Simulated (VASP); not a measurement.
# B3Sb2P (I4/mmm) in VASP: notebook

Runs on B3Sb2P. Level: PBE. Tasks: single point.

All numbers are computed with VASP 6.6.1; they aren't measurements. Logs are shortened: lines on timing, memory, paths and dates and some standing lists are left out, and cuts for length are marked.

### 1 The cell of the first run

The structure is tetragonal, space group I4/mmm (No. 139). Conventional cell: a = 2.931 Å, b = 2.931 Å, c = 20.654 Å, α = 90.00°, β = 90.00°, γ = 90.00°. B (site symmetry -4m2) has 4 B at 2.07 Å within 2.7 Å. B (site symmetry 4/mmm) has 4 P at 2.07 Å and 2 Sb at 2.70 Å within 2.7 Å. Within 3.6 Å of Sb (site symmetry 4mm) lie 5 B at 2.70 to 2.87 Å and 4 Sb at 2.93 Å and 4 P at 3.40 Å. P (site symmetry 4/mmm) has 4 B at 2.07 Å within 2.7 Å.

The cell was generated, and may not be a known phase.

### 2 Single point, PBE

Contents of INCAR:

```
ALGO = Normal
EDIFF = 1E-6
ENCUT = 520
GGA = PE
ISIF = 2
ISMEAR = 0
LASPH = True
LCHARG = False
LREAL = False
LWAVE = False
NBANDS = 21
NELM = 80
PREC = Accurate
SIGMA = 0.1
```

Contents of KPOINTS:

```
k-points
0
Gamma
  6 6 6
```

Contents of POSCAR:

```
B3Sb2P
1.0
   -1.4653082461      1.4653082461     10.3269584703
    1.4653082461     -1.4653082461     10.3269584703
    1.4653082461      1.4653082461    -10.3269584703
B Sb P
3 2 1
Direct
    0.7500000000      0.2500000000      0.5000000000
    0.2500000000      0.7500000000      0.5000000000
    0.5000000000      0.5000000000      0.0000000000
    0.6305770432      0.6305770432      0.0000000000
    0.3694229568      0.3694229568      0.0000000000
    0.0000000000      0.0000000000      0.0000000000
```

Potentials or basis: VASP PAW PBE potentials, release 64 (B, Sb, P).

Launch:

```
$ cat potpaw_PBE.64/B/POTCAR potpaw_PBE.64/Sb/POTCAR potpaw_PBE.64/P/POTCAR > POTCAR
$ mpirun -np 1 vasp_std > vasp.out
```

OUTCAR:

```text
EDIFF = 1E-6
   ENCUT = 520
   GGA = PE
   ISIF = 2
   ISMEAR = 0
   LASPH = True
   LREAL = False
   NELM = 80
   PREC = Accurate

 ion  position               nearest neighbor table
   1  0.750  0.250  0.500-   2 2.07   2 2.07   2 2.07   2 2.07   5 2.87   4 2.87   5 2.87   4 2.87

   2  0.250  0.750  0.500-   1 2.07   1 2.07   1 2.07   1 2.07   5 2.87   4 2.87   4 2.87   5 2.87

   3  0.500  0.500  0.000-   6 2.07   6 2.07   6 2.07   6 2.07   5 2.70   4 2.70
   4  0.631  0.631  0.000-   3 2.70   1 2.87   2 2.87   1 2.87   2 2.87
   5  0.369  0.369  0.000-   3 2.70   2 2.87   1 2.87   2 2.87   1 2.87
   6  0.000  0.000  0.000-   3 2.07   3 2.07   3 2.07   3 2.07

  LATTYP: Found a body centered tetragonal cell.
 ALAT       =     2.9306164922
 C/A-ratio  =     7.0476355387

  Lattice vectors:

 A1 = (  -1.4653082461,   1.4653082461,  10.3269584703)
 A2 = (   1.4653082461,  -1.4653082461,  10.3269584703)
 A3 = (   1.4653082461,   1.4653082461, -10.3269584703)

Analysis of symmetry for initial positions (statically):
=====================================================================
 Subroutine PRICEL returns:
 Original cell was already a primitive cell.

 Routine SETGRP: Setting up the symmetry group for a
 body centered tetragonal supercell.

 Subroutine GETGRP returns: Found 16 space group operations
 (whereof 16 operations were pure point group operations)
 out of a pool of 16 trial point group operations.

The static configuration has the point symmetry D_4h.

Analysis of symmetry for dynamics (positions and initial velocities):
=====================================================================
 Subroutine PRICEL returns:
 Original cell was already a primitive cell.

 Routine SETGRP: Setting up the symmetry group for a
 body centered tetragonal supercell.

 Subroutine GETGRP returns: Found 16 space group operations
 (whereof 16 operations were pure point group operations)
 out of a pool of 16 trial point group operations.

The dynamic configuration has the point symmetry D_4h.

 Subroutine INISYM returns: Found 16 space group operations
 (whereof 16 operations are pure point group operations),
 and found     1 'primitive' translations

----------------------------------------------------------------------------------------

                                     Primitive cell

  volume of cell :      88.6932

  direct lattice vectors                    reciprocal lattice vectors
    -1.465308246  1.465308246 10.326958470     0.000000000  0.341225132  0.048416966
     1.465308246 -1.465308246 10.326958470     0.341225132  0.000000000  0.048416966
     1.465308246  1.465308246-10.326958470     0.341225132  0.341225132  0.000000000

  length of vectors
    10.532821453 10.532821453 10.532821453     0.344642994  0.344642994  0.482565210

  position of ions in fractional coordinates (direct lattice)
     0.750000000  0.250000000  0.500000000
     0.250000000  0.750000000  0.500000000
     0.500000000  0.500000000  0.000000000
     0.630577043  0.630577043  0.000000000
     0.369422957  0.369422957  0.000000000
     0.000000000  0.000000000  0.000000000

  ion indices of the primitive-cell ions
   primitive index   ion index
                 1           1
                 2           2
                 3           3
                 4           4
                 5           5
                 6           6

----------------------------------------------------------------------------------------

 KPOINTS: k-points

Automatic generation of k-mesh.
 Grid dimensions read from file:
 generate k-points for:    6    6    6

 Generating k-lattice:

  Cartesian coordinates                     Fractional coordinates (reciprocal lattice)
     0.000000000  0.056870855  0.008069494     0.166666667  0.000000000  0.000000000
     0.056870855  0.000000000  0.008069494     0.000000000  0.166666667  0.000000000
     0.056870855  0.056870855  0.000000000     0.000000000  0.000000000  0.166666667

  Length of vectors
     0.057440499  0.057440499  0.080427535

  Shift w.r.t. Gamma in fractional coordinates (k-lattice)
     0.000000000  0.000000000  0.000000000

 Subroutine IBZKPT returns following result:
 ===========================================

 Found     30 irreducible k-points:

 Following reciprocal coordinates:
            Coordinates               Weight
  0.000000  0.000000  0.000000      1.000000
  0.166667  0.000000 -0.000000      8.000000
  0.333333  0.000000 -0.000000      8.000000
  0.500000  0.000000 -0.000000      4.000000
  0.166667  0.166667 -0.000000      8.000000
  0.333333  0.166667 -0.000000     16.000000
[... 16 lines left out ...]
 -0.333333 -0.333333  0.166667      8.000000
 -0.166667 -0.333333  0.166667      8.000000
 [... further k-points ...]
   k-points           NKPTS =     30   k-points in BZ     NKDIM =     30   number of bands    NBANDS=     21
   number of dos      NEDOS =    301   number of ions     NIONS =      6
   total plane-waves  NPLWV = 512000
   dimension x,y,z NGX =    80 NGY =   80 NGZ =   80
   dimension x,y,z NGXF=   160 NGYF=  160 NGZF=  160
   ions per type =               3   2   1
   NGX,Y,Z   is equivalent  to a cutoff of  12.63, 12.63, 12.63 a.u.
   NGXF,Y,Z  is equivalent  to a cutoff of  25.25, 25.25, 25.25 a.u.
 SYSTEM =  unknown system
   PREC   = accura    normal or accurate (medium, high low for compatibility)
   ISTART =      0    job   : 0-new  1-cont  2-samecut
   ICHARG =      2    charge: 1-file 2-atom 10-const
   ISPIN  =      1    spin polarized calculation?
   LNONCOLLINEAR =      F non collinear calculations
   LSORBIT =      F    spin-orbit coupling
   LASPH  =      T    aspherical Exc in radial PAW
   ENCUT  =  520.0 eV  38.22 Ry    6.18 a.u.  19.58 19.58 19.58*2*pi/ulx,y,z
   NELM   =     80;   NELMIN=  2; NELMDL= -5     # of ELM steps
   EDIFF  = 0.1E-05   stopping-criterion for ELM
   LREAL  =      F    real-space projection
   EDIFFG = 0.1E-04   stopping-criterion for IOM
   NSW    =      0    number of steps for IOM
   IBRION =     -1    ionic relax: 0-MD 1-quasi-New 2-CG
   NFREE  =      0    steps in history (QN), initial steepest desc. (CG)
   ISIF   =      2    stress and relaxation
   ISYM   =      2    0-nonsym 1-usesym 2-fastsym
   POTIM  = 0.5000    time-step for ionic-motion
   TEBEG  =    0.0;   TEEND  =   0.0 temperature during run
   PSTRESS=    0.0 pullay stress
   NELECT =      24.0000    total number of electrons
   NUPDOWN=      -1.0000    fix difference up-down
   EMIN   =  10.00;   EMAX   =-10.00  energy-range for DOS
   EFERMI =   0.00;   METHOD = LEGACY
   ISMEAR =     0;   SIGMA  =   0.10  broadening in eV -4-tet -1-fermi 0-gaus
   EFERMI_NEDOS =   21; number of points for ismear=-14 and -15
   IALGO  =     38    algorithm
   IMIX   =      4    mixing-type and parameters
     AMIX     =   0.40;   BMIX     =  1.00
     AMIX_MAG =   1.60;   BMIX_MAG =  1.00
  volume/ion in A,a.u.               =      14.78        99.76
  Fermi-wavevector in a.u.,A,eV,Ry     =   1.058884  2.001001 15.255337  1.121236
  Thomas-Fermi vector in A             =   2.194210
   LORBIT       =      0    0 simple, 1 ext, 2 COOP (PROOUT), +10 PAW based schemes
   GGA     = PE    functional components
   LHFCALC =     F    Hartree Fock is set to
   AEXX    =    0.0000 exact exchange contribution
   IVDW    =     0    specifies the selected vdW correction
   LEPSILON=     F    determine dielectric tensor
   LRPA    =     F    only Hartree local field effects (RPA)
 non-spin polarized calculation
 Gauss-broadening in eV      SIGMA  =   0.10
  energy-cutoff  :      520.00
  volume of cell :       88.69
 maximum number of plane-waves:      2427
 NGX is ok and might be reduce to    80
   NGX = 39   NGY = 39   NGZ = 39

 number of electron      24.0000001 magnetization

 Free energy of the ion-electron system (eV)
  ---------------------------------------------------
  ext. energy  EPLUGINS =         0.00000000
  ---------------------------------------------------
  free energy    TOTEN  =       -27.97624177 eV

  energy without entropy =      -27.95650813  energy(sigma->0) =      -27.96637495

 E-fermi :   8.5174     XC(G=0): -10.9600

 val. band max:        8.4911477853   @ k =   0.3333   0.1667   0.1667
 cond. band min:       8.5277093330   @ k =   0.5000   0.3333   0.0000
 fundamental gap:      0.0365615477
 Fermi energy:         8.5173788130

 k-point     1 :       0.0000    0.0000    0.0000
  band No.  band energies     occupation
      1      -6.4134      2.00000
      2      -4.6425      2.00000
      3      -4.4984      2.00000
      4      -1.3749      2.00000
      5       1.3736      2.00000
      6       6.1411      2.00000
[... 13 lines left out ...]
     20      13.7916      0.00000
     21      14.1614      0.00000

 k-point     2 :       0.1667    0.0000   -0.0000
  band No.  band energies     occupation
      1      -5.9741      2.00000
      2      -4.2889      2.00000
      3      -3.9204      2.00000
      4      -1.0218      2.00000
      5       1.9093      2.00000
      6       4.2455      2.00000
[... 13 lines left out ...]
     20      14.3647      0.00000
     21      15.9388      0.00000

 k-point     3 :       0.3333    0.0000   -0.0000
  band No.  band energies     occupation
      1      -4.6885      2.00000
      2      -3.0907      2.00000
      3      -2.4432      2.00000
      4      -0.1442      2.00000
      5       1.0759      2.00000
      6       2.5041      2.00000
[... 13 lines left out ...]
     20      14.7855      0.00000
     21      15.2466      0.00000
[... 457 lines left out ...]
 k-point    23 :      -0.3333   -0.3333    0.1667
  band No.  band energies     occupation
      1      -5.5152      2.00000
      2      -4.1342      2.00000
      3      -2.9866      2.00000
      4      -1.0514      2.00000
      5       3.1996      2.00000
      6       4.5722      2.00000
[... 13 lines left out ...]
     20      15.2086      0.00000
     21      15.3306      0.00000

 k-point    24 :      -0.1667   -0.3333    0.1667
  band No.  band energies     occupation
      1      -5.9597      2.00000
      2      -4.5146      2.00000
      3      -3.5945      2.00000
      4      -1.3059      2.00000
      5       2.4069      2.00000
      6       4.2191      2.00000
[... 13 lines left out ...]
     20      14.3183      0.00000
     21      15.9493      0.00000

 [... further k-points ...]

------------------------ aborting loop because EDIFF is reached ----------------------------------------

  FORCE on cell =-STRESS in cart. coord.  units (eV):
  Direction    XX          YY          ZZ          XY          YZ          ZX
  --------------------------------------------------------------------------------------
  -------------------------------------------------------------------------------------
  Total       -0.1391824     -0.1391824     -0.0261559      0.0000000      0.0000000      0.0000000
  in kB       -2.5142272     -2.5142272     -0.4724875      0.0000000      0.0000000      0.0000000
  external PRESSURE =      -1.8336473 kB  Pullay stress =       0.0000000 kB

 VOLUME and BASIS-vectors are now :
 -----------------------------------------------------------------------------
  energy-cutoff  :      520.00
  volume of cell :       88.69
      direct lattice vectors                 reciprocal lattice vectors
    -1.465308246  1.465308246 10.326958470     0.000000000  0.341225132  0.048416966
     1.465308246 -1.465308246 10.326958470     0.341225132  0.000000000  0.048416966
     1.465308246  1.465308246-10.326958470     0.341225132  0.341225132  0.000000000

 POSITION                                       TOTAL-FORCE (eV/Angst)
 -----------------------------------------------------------------------------------
      0.00000      1.46531      5.16348         0.000000      0.000000      0.000000
      1.46531      0.00000      5.16348         0.000000      0.000000      0.000000
      0.00000      0.00000     10.32696         0.000000      0.000000      0.000000
      0.00000      0.00000     13.02389        -0.000000     -0.000000     -0.011791
      0.00000      0.00000      7.63003        -0.000000     -0.000000      0.011791
      0.00000      0.00000      0.00000         0.000000      0.000000     -0.000000
 -----------------------------------------------------------------------------------
    total drift:                               -0.000000     -0.000000     -0.000000

  FREE ENERGIE OF THE ION-ELECTRON SYSTEM (eV)
  ---------------------------------------------------
  free  energy   TOTEN  =       -27.9762417668 eV

  energy  without entropy=      -27.9565081287  energy(sigma->0) =      -27.96637495
```

It took 14 min on 1 thread of Intel Xeon 6975P-C (Granite Rapids), shared host; peak memory 0.96 GiB.

What came out:

```
Free energy            : -27.9762 eV
Pressure               : -0.2 GPa
Largest force          : 0.012 eV/Å
Band gap on the k mesh : zero (bands 12 and 13 overlap by 4.61 eV)
```

Forces in eV/Å, atoms in the order of the input:
```
B    0.000  0.000  0.000
B    0.000  0.000  0.000
B    0.000  0.000  0.000
Sb   0.000  0.000 -0.012
Sb   0.000  0.000  0.012
P    0.000  0.000  0.000
```

Stress tensor (GPa, compression positive):
```
-0.25  0.00  0.00
 0.00 -0.25  0.00
 0.00  0.00 -0.05
```

Caveat: the k points lie up to 0.36 Å⁻¹ apart, too coarse for converged energies and pressures of a metal; spin-orbit coupling is left out, which moves the levels of the heavy elements.

(Continued in part 2 of 2.)

The gap in the log of VASP goes by the Fermi energy; the results here count the filled bands.